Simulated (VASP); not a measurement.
# Hf3Si2F (I4/mmm) in VASP: notebook, part 2 of 3

VASP 6.6.1.

### Step 3. Relaxation of cell and atoms, PBE

This run uses another cell than the first one, of 20.50 Å³/atom.

INCAR

```
ALGO = Normal ; EDIFF = 1E-6
EDIFFG = -0.04 ; ENCUT = 600
GGA = PE ; IBRION = 2
ISIF = 3 ; ISMEAR = 0
LASPH = True ; LCHARG = False
LREAL = False ; LWAVE = False
NELM = 100 ; NSW = 90
PREC = Accurate ; SIGMA = 0.1
```

KPOINTS

```
k-points
0
Gamma
  6 6 6
```

POSCAR

```
Hf3Si2F
1.0
   -2.5893598538      2.5893598538      4.5872114057
    2.5893598538     -2.5893598538      4.5872114057
    2.5893598538      2.5893598538     -4.5872114057
Hf Si F
3 2 1
Direct
    0.7500000000      0.2500000000      0.5000000000
    0.2500000000      0.7500000000      0.5000000000
    0.0000000000      0.0000000000      0.0000000000
    0.3040823723      0.3040823723      0.0000000000
    0.6959176277      0.6959176277      0.0000000000
    0.5000000000      0.5000000000      0.0000000000
```

Potentials or basis: VASP PAW PBE potentials, release 64 (Hf_pv, Si, F).

Started as:

```console
$ cat potpaw_PBE.64/Hf_pv/POTCAR potpaw_PBE.64/Si/POTCAR potpaw_PBE.64/F/POTCAR > POTCAR
$ mpirun -np 1 vasp_std > vasp.out
```

OUTCAR:

```text
EDIFF = 1E-6
   EDIFFG = -0.04
   ENCUT = 600
   GGA = PE
   IBRION = 2
   ISIF = 3
   ISMEAR = 0
   LASPH = True
   LREAL = False
   NELM = 100
   NSW = 90
   PREC = Accurate

 ion  position               nearest neighbor table
   1  0.750  0.250  0.500-   5 2.64   4 2.64   4 2.64   5 2.64   3 3.46   3 3.46   3 3.46   3 3.46
                             2 3.66   2 3.66   2 3.66   2 3.66
   2  0.250  0.750  0.500-   5 2.64   4 2.64   4 2.64   5 2.64   3 3.46   3 3.46   3 3.46   3 3.46
                             1 3.66   1 3.66   1 3.66   1 3.66
   3  0.000  0.000  0.000-   4 2.79   5 2.79   1 3.46   2 3.46   1 3.46   2 3.46   1 3.46   2 3.46
                             1 3.46   2 3.46
   4  0.304  0.304  0.000-   6 1.80   2 2.64   1 2.64   2 2.64   1 2.64   3 2.79
   5  0.696  0.696  0.000-   6 1.80   1 2.64   2 2.64   1 2.64   2 2.64   3 2.79
   6  0.500  0.500  0.000-   4 1.80   5 1.80

  LATTYP: Found a body centered tetragonal cell.
 ALAT       =     5.1787197076
 C/A-ratio  =     1.7715619553

  Lattice vectors:

 A1 = (  -2.5893598538,   2.5893598538,   4.5872114057)
 A2 = (   2.5893598538,  -2.5893598538,   4.5872114057)
 A3 = (   2.5893598538,   2.5893598538,  -4.5872114057)

Analysis of symmetry for initial positions (statically):
=====================================================================
 Subroutine PRICEL returns:
 Original cell was already a primitive cell.

[... 186 lines left out ...]
  Total       -0.1452199     -0.1452199      0.3707096      0.0000000      0.0000000     -0.0000000
  in kB       -1.8912254     -1.8912254      4.8278179      0.0000000      0.0000000     -0.0000000
  external PRESSURE =       0.3484557 kB  Pullay stress =       0.0000000 kB
[... 107 lines left out ...]
--------------------------------------- Ionic step        4  -------------------------------------------

 number of electron      45.0000003 magnetization

 Free energy of the ion-electron system (eV)
  ---------------------------------------------------
  ext. energy  EPLUGINS =         0.00000000
  ---------------------------------------------------
  free energy    TOTEN  =       -43.22536516 eV

  energy without entropy =      -43.20744955  energy(sigma->0) =      -43.21640735

 E-fermi :   4.6398     XC(G=0): -10.2986

 val. band max:        4.6337163404   @ k =   0.5000   0.5000   0.0000
 cond. band min:       4.6734671050   @ k =   0.1667   0.1667   0.0000
 fundamental gap:      0.0397507646
 Fermi energy:         4.6398381213

 k-point     1 :       0.0000    0.0000    0.0000
  band No.  band energies     occupation
      1     -27.0633      2.00000
      2     -27.0633      2.00000
      3     -26.9762      2.00000
      4     -25.9328      2.00000
      5     -25.9259      2.00000
      6     -25.7874      2.00000
[... 709 lines left out ...]
     26       6.3120      0.00000
     27       6.5605      0.00000

 [... further k-points ...]

------------------------ aborting loop because EDIFF is reached ----------------------------------------

  FORCE on cell =-STRESS in cart. coord.  units (eV):
  Direction    XX          YY          ZZ          XY          YZ          ZX
  --------------------------------------------------------------------------------------
  -------------------------------------------------------------------------------------
  Total       -0.0156602     -0.0156602     -0.0360423      0.0000000      0.0000000     -0.0000000
  in kB       -0.2036394     -0.2036394     -0.4686800      0.0000000      0.0000000     -0.0000000
  external PRESSURE =      -0.2919863 kB  Pullay stress =       0.0000000 kB
[... 21 lines left out ...]
  FREE ENERGIE OF THE ION-ELECTRON SYSTEM (eV)
  ---------------------------------------------------
  free  energy   TOTEN  =       -43.2253651588 eV

  energy  without entropy=      -43.2074495503  energy(sigma->0) =      -43.21640735

 reached required accuracy - stopping structural energy minimisation
```

CONTCAR:

```text
Hf3Si2F
   1.00000000000000
    -2.5830472551702401    2.5830472551702401    4.6165938389400800
     2.5830472551702401   -2.5830472551702401    4.6165938389400800
     2.5830472551702401    2.5830472551702401   -4.6165938389400800
  Hf              Si              F
     3     2     1
Direct
     0.7500000000000000    0.2500000000000000    0.5000000000000000
     0.2500000000000000    0.7500000000000000    0.5000000000000000
     1.0000000000000000    1.0000000000000000    0.0000000000000000
     0.3054798422688932    0.3054798422688932    0.0000000000000000
     0.6945201577311069    0.6945201577311069    1.0000000000000000
     0.5000000000000000    0.5000000000000000    0.0000000000000000

  0.00000000E+00  0.00000000E+00  0.00000000E+00
  0.00000000E+00  0.00000000E+00  0.00000000E+00
  0.00000000E+00  0.00000000E+00  0.00000000E+00
  0.00000000E+00  0.00000000E+00  0.00000000E+00
  0.00000000E+00  0.00000000E+00  0.00000000E+00
  0.00000000E+00  0.00000000E+00  0.00000000E+00
```

It took 8.7 min on 1 thread of Intel Xeon 8259CL, shared host; peak memory 0.41 GiB.

What came out:

```
Free energy                           : -43.2254 eV
Relaxed volume                        : 20.54 Å³/atom
Relaxed cell                          : a = 5.887 Å, b = 5.887 Å, c = 5.887 Å, α = 127.95°, β = 127.95°, γ = 76.71°
Space group after relaxing (to 0.1 Å) : I4/mmm (No. 139)
Energy gained by relaxing             : 0.4 meV/atom
Ionic steps                           : 4
Pressure after relaxing               : 0.0 GPa
Largest force after relaxing          : 0.006 eV/Å
Band gap on the k mesh                : zero (an odd number of electrons rules out a gap without spin polarisation)
```

Forces on the atoms (eV/Å):
```
Hf   0.000  0.000  0.000
Hf   0.000  0.000  0.000
Hf   0.000  0.000  0.000
Si   0.000  0.000  0.006
Si   0.000  0.000 -0.006
F    0.000  0.000  0.000
```

Step by step:
```
step  energy change (eV)  largest force (eV/Å)  pressure (GPa)  volume (Å³)
   1              0.0000                0.0676            0.03       123.03
   2             -0.0014                0.0716            0.01       123.10
   3             -0.0019                0.0767           -0.01       123.19
   4             -0.0024                0.0062           -0.03       123.21
```

Final structure:
```
Hf Si F
1.0
    -2.58305    2.58305    4.61659
     2.58305   -2.58305    4.61659
     2.58305    2.58305   -4.61659
Hf Si F
3 2 1
Direct
  0.75000 0.25000 0.50000
  0.25000 0.75000 0.50000
  0.00000 0.00000 0.00000
  0.30548 0.30548 0.00000
  0.69452 0.69452 0.00000
  0.50000 0.50000 0.00000
```

Caveat: spin-orbit coupling is left out, which moves the levels of the heavy elements; an odd number of electrons without spin polarisation forces a metal; a magnetic or distorted state may lie lower.

### Step 4. Single point, PBE

This run uses another cell than the first one, of 20.55 Å³/atom.

INCAR

```
  ALGO = Normal
  EDIFF = 1E-6
  ENCUT = 520
  GGA = PE
  ISIF = 2
  ISMEAR = 0
  LASPH = True
  LCHARG = False
  LREAL = False
  LWAVE = False
  NBANDS = 32
  NELM = 60
  PREC = Accurate
  SIGMA = 0.1
```

KPOINTS

```
k-points
0
Gamma
  10 10 10
```

POSCAR

```
Hf3Si2F
1.0
   -2.5807457335      2.5807457335      4.6286738210
    2.5807457335     -2.5807457335      4.6286738210
    2.5807457335      2.5807457335     -4.6286738210
Hf Si F
3 2 1
Direct
    0.7500000000      0.2500000000      0.5000000000
    0.2500000000      0.7500000000      0.5000000000
    0.0000000000      0.0000000000      0.0000000000
    0.3063304194      0.3063304194      0.0000000000
    0.6936695806      0.6936695806      0.0000000000
    0.5000000000      0.5000000000      0.0000000000
```

Potentials or basis: VASP PAW PBE potentials, release 64 (Hf_pv, Si, F).

Started as:

```console
$ cat potpaw_PBE.64/Hf_pv/POTCAR potpaw_PBE.64/Si/POTCAR potpaw_PBE.64/F/POTCAR > POTCAR
$ mpirun -np 1 vasp_std > vasp.out
```

OUTCAR:

```text
EDIFF = 1E-6
   ENCUT = 520
   GGA = PE
   ISIF = 2
   ISMEAR = 0
   LASPH = True
   LREAL = False
   NELM = 60
   PREC = Accurate

 ion  position               nearest neighbor table
   1  0.750  0.250  0.500-   5 2.63   4 2.63   4 2.63   5 2.63   3 3.47   3 3.47   3 3.47   3 3.47
                             2 3.65   2 3.65   2 3.65   2 3.65
   2  0.250  0.750  0.500-   5 2.63   4 2.63   4 2.63   5 2.63   3 3.47   3 3.47   3 3.47   3 3.47
[... 1054 lines left out ...]
  -------------------------------------------------------------------------------------
  Total       -0.0688811     -0.0688811     -0.0769945      0.0000000      0.0000000      0.0000000
  in kB       -0.8949604     -0.8949604     -1.0003765      0.0000000      0.0000000      0.0000000
  external PRESSURE =      -0.9300991 kB  Pullay stress =       0.0000000 kB

 VOLUME and BASIS-vectors are now :
 -----------------------------------------------------------------------------
  energy-cutoff  :      520.00
  volume of cell :      123.31
      direct lattice vectors                 reciprocal lattice vectors
    -2.580745734  2.580745734  4.628673821     0.000000000  0.193742450  0.108022302
     2.580745734 -2.580745734  4.628673821     0.193742450  0.000000000  0.108022302
     2.580745734  2.580745734 -4.628673821     0.193742450  0.193742450  0.000000000

 POSITION                                       TOTAL-FORCE (eV/Angst)
 -----------------------------------------------------------------------------------
      0.00000      2.58075      2.31434        -0.000000     -0.000000      0.000000
      2.58075      0.00000      2.31434        -0.000000     -0.000000      0.000000
      0.00000      0.00000      0.00000        -0.000000     -0.000000     -0.000000
      0.00000      0.00000      2.83581        -0.000000     -0.000000     -0.047159
      0.00000      0.00000      6.42154         0.000000      0.000000      0.047159
      0.00000      0.00000      4.62867        -0.000000     -0.000000      0.000000
 -----------------------------------------------------------------------------------
    total drift:                                0.000000     -0.000000      0.000000

  FREE ENERGIE OF THE ION-ELECTRON SYSTEM (eV)
  ---------------------------------------------------
  free  energy   TOTEN  =       -43.2302171546 eV

  energy  without entropy=      -43.2116425378  energy(sigma->0) =      -43.22092985
```

Run time: 13 min. Hardware: 1 thread of Intel Xeon 8259CL, shared host; peak memory 0.57 GiB.

Results:

```yaml
Free_energy: -43.2302 eV
Pressure: -0.1 GPa
Largest_force: 0.047 eV/Å
Band_gap_on_the_k_mesh: zero (an odd number of electrons rules out a gap without spin polarisation)
```

Forces in eV/Å, atoms in the order of the input:
```
Hf   0.000  0.000  0.000
Hf   0.000  0.000  0.000
Hf   0.000  0.000  0.000
Si   0.000  0.000 -0.047
Si   0.000  0.000  0.047
F    0.000  0.000  0.000
```

Levels at points of the mesh, in eV from the Fermi level:
```csv
k point,band 20,band 21,band 22,band 23,band 24,band 25
"(0.00, 0.00, 0.00)",-0.39,-0.39,-0.07,0.09,0.93,0.95
"(0.50, 0.00, 0.00)",-1.64,-1.30,-0.44,-0.32,0.42,0.63
"(0.50, 0.50, 0.00)",-1.22,-0.49,0.02,0.33,0.38,0.71
"(0.50, 0.50, 0.50)",-1.12,-1.12,-0.92,0.67,0.67,0.89
```

Caveat: spin-orbit coupling is left out, which moves the levels of the heavy elements; an odd number of electrons without spin polarisation forces a metal; a magnetic or distorted state may lie lower.

(Continued in part 3 of 3.)

The gap in the log of VASP goes by the Fermi energy; the results here count the filled bands.